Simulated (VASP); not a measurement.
Set up this calculation in VASP 6.6.1, as the native input.

| Item | Value |
| --- | --- |
| Task | single point |
| Functional | PBE |
| Potentials or basis | VASP PAW PBE potentials, release 64 (Li_sv) |
| Cutoff | 520 eV |
| k mesh | 2 × 2 × 1 |
| Occupations | fermi-dirac, width 0.1 eV |
| Spin | no spin polarisation |
| Dipole correction | no |
| Further INCAR settings | LREAL = Auto; ALGO = Normal; EDIFF = 1e-06; NBANDS = 48 |

The structure of Li lies in POSCAR:

```
Li
1.0
    6.9800000000      0.0000000000      0.0000000000
    3.4900000000      4.9356050000      0.0000000000
    0.0000000000      0.0000000000     20.8712110000
Li
21
Direct
    0.0000000000      0.0000000000      0.0479128882
    0.5000000000      0.0000000000      0.0479128882
    0.0000002533      0.4999994935      0.0479128882
    0.5000002533      0.4999994935      0.0479128882
   -0.2090727189      0.4153087615      0.1572932208
    0.2254363326      0.5657462459      0.1496032022
   -0.3113603292      1.0036662172      0.1535847632
    0.2705239620      1.0329635374      0.1661379400
    0.0430270018     -0.0407244907      0.2639089797
    0.5972093529     -0.0570548089      0.2709042614
    0.0094071918      0.4783202870      0.2553709030
    0.5062007121      0.5316673437      0.2583175456
   -0.2803712095      0.5163298116      0.3792736320
    0.2851270899      0.5540151613      0.3792927971
   -0.2025268218      1.0359418957      0.3799396211
    0.1986802336      1.1096309368      0.3760970075
    0.0099389966      0.0597495140      0.5121552362
    0.5511536058     -0.0319920253      0.4685113863
    0.0030429719      0.5861490131      0.4876238374
    0.4632593639      0.4880657994      0.5144981765
    0.3502329668      0.0745197397      0.5895728810
```

The input as run:

INCAR

```
SYSTEM = Li
ALGO = Normal ; EDIFF = 1E-6
ENCUT = 520 ; GGA = PE
ISIF = 2 ; ISMEAR = -1
LASPH = .True. ; LCHARG = .True.
LELF = .True. ; LREAL = Auto
LVHAR = .True. ; LWAVE = .False.
NBANDS = 48 ; NELM = 100
PREC = Accurate ; SIGMA = 0.1
```

KPOINTS

```
k-points
0
Gamma
  2 2 1
  0 0 0
```

Potentials or basis: VASP PAW PBE potentials, release 64 (Li_sv).

Run with:

```sh
$ cat potpaw_PBE.64/Li_sv/POTCAR > POTCAR
$ mpirun -np 1 vasp_std > vasp.out
```

It gave:

- Largest force: 0.584 eV/Å

Caveat: the k points lie up to 0.64 Å⁻¹ apart.

Run time: 8.1 min on 1 thread of Intel(R) Xeon(R) Platinum 8375C CPU @ 2.90GHz (Ice Lake), with other jobs on the host, peak memory 0.73 GiB.
